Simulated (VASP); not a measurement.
# C (R-3m) in VASP: notebook

C is run at these levels: LDA; tasks: relaxation of cell and atoms.

Everything below comes from runs of VASP 6.6.1. Logs are shortened: lines on timing, memory, paths and dates and some standing lists are left out, and cuts for length are marked.

## 1. The cell of the first run

The structure is trigonal, space group R-3m (No. 166). The conventional cell has a = 2.445 Å, b = 2.445 Å, c = 9.918 Å, α = 90.00°, β = 90.00°, γ = 120.00°. C (site symmetry 3m) has 3 C at 1.41 Å within 1.9 Å.

## 2. Relaxation of cell and atoms, LDA

Input file INCAR:

```
PREC = Accurate ; ENCUT = 600
EDIFF = 1E-6 ; ISMEAR = 0
SIGMA = 0.01 ; LREAL = F
LASPH = T ; NELM = 60
ALGO = Normal ; ISIF = 3
LWAVE = F ; LCHARG = F
GGA = CA ; IBRION = 2
NSW = 80 ; EDIFFG = -0.001
```

Input file KPOINTS:

```
Automatic mesh
0
Gamma
  12 12 12
```

Input file POSCAR:

```
C
1.0
    1.2225127627      0.7058180726      3.3059988154
   -1.2225127627      0.7058180726      3.3059988154
    0.0000000000     -1.4116361452      3.3059988154
C
2
Direct
    0.8334288271      0.8334288271      0.8334288271
    0.1665711729      0.1665711729      0.1665711729
```

Potentials or basis: VASP PAW LDA potentials, release 64 (C).

Launch:

```sh
> cat potpaw_LDA.64/C/POTCAR > POTCAR
> mpirun -np 1 vasp_std > vasp.out
```

OUTCAR:

```text
PREC = Accurate
   ENCUT = 600
   EDIFF = 1E-6
   ISMEAR = 0
   LREAL = F
   LASPH = T
   NELM = 60
   ISIF = 3
   GGA = CA
   IBRION = 2
   NSW = 80
   EDIFFG = -0.001

 ion  position               nearest neighbor table
   1  0.833  0.833  0.833-   2 1.41   2 1.41   2 1.41
   2  0.167  0.167  0.167-   1 1.41   1 1.41   1 1.41

  LATTYP: Found a trigonal (rhomboedric) cell.
 ALAT       =     3.5947663031
 COS(alpha) =     0.7686894320

  Lattice vectors:

 A1 = (   1.2225127627,   0.7058180726,   3.3059988154)
 A2 = (  -1.2225127627,   0.7058180726,   3.3059988154)
 A3 = (   0.0000000000,  -1.4116361452,   3.3059988154)

Analysis of symmetry for initial positions (statically):
=====================================================================
 Subroutine PRICEL returns:
 Original cell was already a primitive cell.

 Routine SETGRP: Setting up the symmetry group for a
 trigonal (rhombohedral) supercell.

 Subroutine GETGRP returns: Found 12 space group operations
 (whereof 12 operations were pure point group operations)
 out of a pool of 12 trial point group operations.

The static configuration has the point symmetry D_3d.

Analysis of symmetry for dynamics (positions and initial velocities):
=====================================================================
 Subroutine PRICEL returns:
 Original cell was already a primitive cell.

 Routine SETGRP: Setting up the symmetry group for a
 trigonal (rhombohedral) supercell.

 Subroutine GETGRP returns: Found 12 space group operations
 (whereof 12 operations were pure point group operations)
 out of a pool of 12 trial point group operations.

The dynamic configuration has the point symmetry D_3d.

 Subroutine INISYM returns: Found 12 space group operations
 (whereof 12 operations are pure point group operations),
 and found     1 'primitive' translations

----------------------------------------------------------------------------------------

                                     Primitive cell

  volume of cell :      17.1159

  direct lattice vectors                    reciprocal lattice vectors
     1.222512763  0.705818073  3.305998815     0.408993685  0.236132614  0.100826816
    -1.222512763  0.705818073  3.305998815    -0.408993685  0.236132614  0.100826816
     0.000000000 -1.411636145  3.305998815     0.000000000 -0.472265228  0.100826816

  length of vectors
     3.594766303  3.594766303  3.594766303     0.482908369  0.482908369  0.482908369

  position of ions in fractional coordinates (direct lattice)
     0.833428827  0.833428827  0.833428827
     0.166571173  0.166571173  0.166571173

  ion indices of the primitive-cell ions
   primitive index   ion index
                 1           1
                 2           2

----------------------------------------------------------------------------------------

 KPOINTS: Automatic mesh

Automatic generation of k-mesh.
 Grid dimensions read from file:
 generate k-points for:   12   12   12

 Generating k-lattice:

  Cartesian coordinates                     Fractional coordinates (reciprocal lattice)
     0.034082807  0.019677718  0.008402235     0.083333333  0.000000000  0.000000000
    -0.034082807  0.019677718  0.008402235     0.000000000  0.083333333  0.000000000
     0.000000000 -0.039355436  0.008402235     0.000000000  0.000000000  0.083333333

  Length of vectors
     0.040242364  0.040242364  0.040242364

  Shift w.r.t. Gamma in fractional coordinates (k-lattice)
     0.000000000  0.000000000  0.000000000

 Subroutine IBZKPT returns following result:
 ===========================================

 Found    189 irreducible k-points:

 Following reciprocal coordinates:
            Coordinates               Weight
  0.000000  0.000000  0.000000      1.000000
  0.083333 -0.000000  0.000000      6.000000
  0.166667  0.000000 -0.000000      6.000000
  0.250000  0.000000  0.000000      6.000000
  0.333333  0.000000 -0.000000      6.000000
  0.416667  0.000000  0.000000      6.000000
[... 16 lines left out ...]
  0.500000  0.166667  0.000000     12.000000
 -0.416667  0.166667 -0.000000     12.000000
 [... further k-points ...]
   k-points           NKPTS =    189   k-points in BZ     NKDIM =    189   number of bands    NBANDS=      8
   number of dos      NEDOS =    301   number of ions     NIONS =      2
   total plane-waves  NPLWV =  27000
   dimension x,y,z NGX =    30 NGY =   30 NGZ =   30
   dimension x,y,z NGXF=    60 NGYF=   60 NGZF=   60
   ions per type =               2
   NGX,Y,Z   is equivalent  to a cutoff of  13.87, 13.87, 13.87 a.u.
   NGXF,Y,Z  is equivalent  to a cutoff of  27.75, 27.75, 27.75 a.u.
 SYSTEM =  unknown system
   PREC   = accura    normal or accurate (medium, high low for compatibility)
   ISTART =      0    job   : 0-new  1-cont  2-samecut
   ICHARG =      2    charge: 1-file 2-atom 10-const
   ISPIN  =      1    spin polarized calculation?
   LNONCOLLINEAR =      F non collinear calculations
   LSORBIT =      F    spin-orbit coupling
   LASPH  =      T    aspherical Exc in radial PAW
   ENCUT  =  600.0 eV  44.10 Ry    6.64 a.u.   7.18  7.18  7.18*2*pi/ulx,y,z
   NELM   =     60;   NELMIN=  2; NELMDL= -5     # of ELM steps
   EDIFF  = 0.1E-05   stopping-criterion for ELM
   LREAL  =      F    real-space projection
   EDIFFG = -.1E-02   stopping-criterion for IOM
   NSW    =     80    number of steps for IOM
   IBRION =      2    ionic relax: 0-MD 1-quasi-New 2-CG
   NFREE  =      1    steps in history (QN), initial steepest desc. (CG)
   ISIF   =      3    stress and relaxation
   ISYM   =      2    0-nonsym 1-usesym 2-fastsym
   POTIM  = 0.5000    time-step for ionic-motion
   TEBEG  =    0.0;   TEEND  =   0.0 temperature during run
   PSTRESS=    0.0 pullay stress
   NELECT =       8.0000    total number of electrons
   NUPDOWN=      -1.0000    fix difference up-down
   EMIN   =  10.00;   EMAX   =-10.00  energy-range for DOS
   EFERMI =   0.00;   METHOD = LEGACY
   ISMEAR =     0;   SIGMA  =   0.01  broadening in eV -4-tet -1-fermi 0-gaus
   EFERMI_NEDOS =   21; number of points for ismear=-14 and -15
   IALGO  =     38    algorithm
   IMIX   =      4    mixing-type and parameters
     AMIX     =   0.40;   BMIX     =  1.00
     AMIX_MAG =   1.60;   BMIX_MAG =  1.00
  volume/ion in A,a.u.               =       8.56        57.75
  Fermi-wavevector in a.u.,A,eV,Ry     =   1.270491  2.400879 21.961794  1.614146
  Thomas-Fermi vector in A             =   2.403475
   LORBIT       =      0    0 simple, 1 ext, 2 COOP (PROOUT), +10 PAW based schemes
   GGA     = CA    functional components
   LHFCALC =     F    Hartree Fock is set to
   AEXX    =    0.0000 exact exchange contribution
   IVDW    =     0    specifies the selected vdW correction
   LEPSILON=     F    determine dielectric tensor
   LRPA    =     F    only Hartree local field effects (RPA)
 conjugate gradient relaxation of ions
 non-spin polarized calculation
 Gauss-broadening in eV      SIGMA  =   0.01
  energy-cutoff  :      600.00
  volume of cell :       17.12
 maximum number of plane-waves:       583
 NGX is ok and might be reduce to    30
   NGX = 15   NGY = 15   NGZ = 15

--------------------------------------- Ionic step        1  -------------------------------------------

 number of electron       8.0000000 magnetization

 Free energy of the ion-electron system (eV)
  ---------------------------------------------------
  ext. energy  EPLUGINS =         0.00000000
  ---------------------------------------------------
  free energy    TOTEN  =       -20.22984464 eV

  energy without entropy =      -20.22984464  energy(sigma->0) =      -20.22984464

------------------------ aborting loop because EDIFF is reached ----------------------------------------

  FORCE on cell =-STRESS in cart. coord.  units (eV):
  Direction    XX          YY          ZZ          XY          YZ          ZX
  --------------------------------------------------------------------------------------
  -------------------------------------------------------------------------------------
  Total        0.0728755      0.0728755     -0.0427555      0.0000000      0.0000000      0.0000000
  in kB        6.8216903      6.8216903     -4.0022360      0.0000000      0.0000000      0.0000000
  external PRESSURE =       3.2137148 kB  Pullay stress =       0.0000000 kB
[... 89 lines left out ...]
  FREE ENERGIE OF THE ION-ELECTRON SYSTEM (eV)
  ---------------------------------------------------
  free  energy   TOTEN  =       -20.2298974156 eV

  energy  without entropy=      -20.2298974156  energy(sigma->0) =      -20.22989742

[... ionic steps 4 to 12 ...]

--------------------------------------- Ionic step       13  -------------------------------------------

 number of electron       8.0000000 magnetization

------------------------ aborting loop because EDIFF is reached ----------------------------------------

  FORCE on cell =-STRESS in cart. coord.  units (eV):
  Direction    XX          YY          ZZ          XY          YZ          ZX
  --------------------------------------------------------------------------------------
  -------------------------------------------------------------------------------------
  Total       -0.0090143     -0.0090143     -0.0001789      0.0000000      0.0000000      0.0000000
  in kB       -0.8525295     -0.8525295     -0.0169241      0.0000000      0.0000000      0.0000000
  external PRESSURE =      -0.5739944 kB  Pullay stress =       0.0000000 kB
[... 57 lines left out ...]
  energy  without entropy=      -20.2301438046  energy(sigma->0) =      -20.23014380

--------------------------------------- Ionic step       15  -------------------------------------------

 number of electron       8.0000000 magnetization

 Free energy of the ion-electron system (eV)
  ---------------------------------------------------
  ext. energy  EPLUGINS =         0.00000000
  ---------------------------------------------------
  free energy    TOTEN  =       -20.23014401 eV

  energy without entropy =      -20.23014401  energy(sigma->0) =      -20.23014401

 E-fermi :   4.5863     XC(G=0): -10.9700

 val. band max:        4.5372949509   @ k =  -0.3333   0.3333   0.0000
 cond. band min:       5.3098455094   @ k =  -0.3333   0.3333   0.0000
 fundamental gap:      0.7725505585
 Fermi energy:         4.5863249099

 k-point     1 :       0.0000    0.0000    0.0000
  band No.  band energies     occupation
      1     -14.7169      2.00000
      2      -1.6048      2.00000
      3       1.9578      2.00000
      4       1.9578      2.00000
      5       8.9721      0.00000
      6      13.4212      0.00000
      7      13.4212      0.00000
      8      16.4462      0.00000
[... 243 lines left out ...]
 k-point    24 :      -0.4167    0.1667   -0.0000
  band No.  band energies     occupation
      1      -8.7923      2.00000
      2      -7.9494      2.00000
      3      -3.2642      2.00000
      4       3.4740      2.00000
      5       6.5742      0.00000
      6      15.4253      0.00000
      7      16.1106      0.00000
      8      17.2524      0.00000

 [... further k-points ...]

------------------------ aborting loop because EDIFF is reached ----------------------------------------

  FORCE on cell =-STRESS in cart. coord.  units (eV):
  Direction    XX          YY          ZZ          XY          YZ          ZX
  --------------------------------------------------------------------------------------
  -------------------------------------------------------------------------------------
  Total        0.0003618      0.0003618     -0.0005288      0.0000000      0.0000000      0.0000000
  in kB        0.0342262      0.0342262     -0.0500200      0.0000000      0.0000000      0.0000000
  external PRESSURE =       0.0061441 kB  Pullay stress =       0.0000000 kB
[... 17 lines left out ...]
  FREE ENERGIE OF THE ION-ELECTRON SYSTEM (eV)
  ---------------------------------------------------
  free  energy   TOTEN  =       -20.2301440069 eV

  energy  without entropy=      -20.2301440069  energy(sigma->0) =      -20.23014401

 reached required accuracy - stopping structural energy minimisation
```

Wall time 2.6 min (1 thread of AMD EPYC 7R13 (Zen 3), shared host); peak memory 0.12 GiB.

What came out:

```yaml
Free_energy: -20.2301 eV
Relaxed_volume: 8.47 Å³/atom
Relaxed_cell: a = 3.561 Å, b = 3.561 Å, c = 3.561 Å, α = 40.18°, β = 40.18°, γ = 40.18°
Space_group_after_relaxing_to_0.05_Å: R-3m (No. 166)
Energy_gained_by_relaxing: 0.1 meV/atom
Ionic_steps: 15
Pressure_after_relaxing: 0.0 GPa
Band_gap_on_the_k_mesh: 0.77 eV, direct
```

Step by step:
| step | energy change (eV) | largest force (eV/Å) | pressure (GPa) | volume (Å³) |
| --- | --- | --- | --- | --- |
| 1 | 0.0000 | 0.0000 | 0.32 | 17.12 |
| 2 | 0.0001 | 0.0006 | -1.17 | 17.16 |
| 3 | -0.0001 | 0.0002 | -0.22 | 17.13 |
| 4 | -0.0001 | 0.0003 | -0.18 | 17.11 |
| 5 | -0.0002 | 0.0005 | -0.12 | 17.06 |
| 6 | -0.0003 | 0.0010 | -0.18 | 16.95 |
| 7 | 0.0000 | 0.0032 | 1.20 | 16.88 |
| 8 | -0.0003 | 0.0005 | -0.01 | 16.94 |
| 9 | -0.0003 | 0.0004 | 0.00 | 16.94 |
| 10 | -0.0003 | 0.0010 | -0.09 | 16.94 |
| 11 | -0.0003 | 0.0040 | -0.19 | 16.94 |
| 12 | -0.0003 | 0.0012 | -0.07 | 16.94 |
| 13 | -0.0003 | 0.0009 | -0.06 | 16.94 |
| 14 | -0.0003 | 0.0008 | -0.04 | 16.94 |
| 15 | -0.0003 | 0.0005 | 0.00 | 16.94 |

Final structure:
```yaml
crystal:
  lattice:
    - [1.22309, 0.70615, 3.26860]
    - [-1.22309, 0.70615, 3.26860]
    - [0.00000, -1.41231, 3.26860]
  atoms:
    - { symbol: C, position: [0.83344, 0.83344, 0.83344] }
    - { symbol: C, position: [0.16656, 0.16656, 0.16656] }
```

A k mesh can miss the band edges. LDA usually gives volumes a few per cent too small.

[end of part 1 of 2]
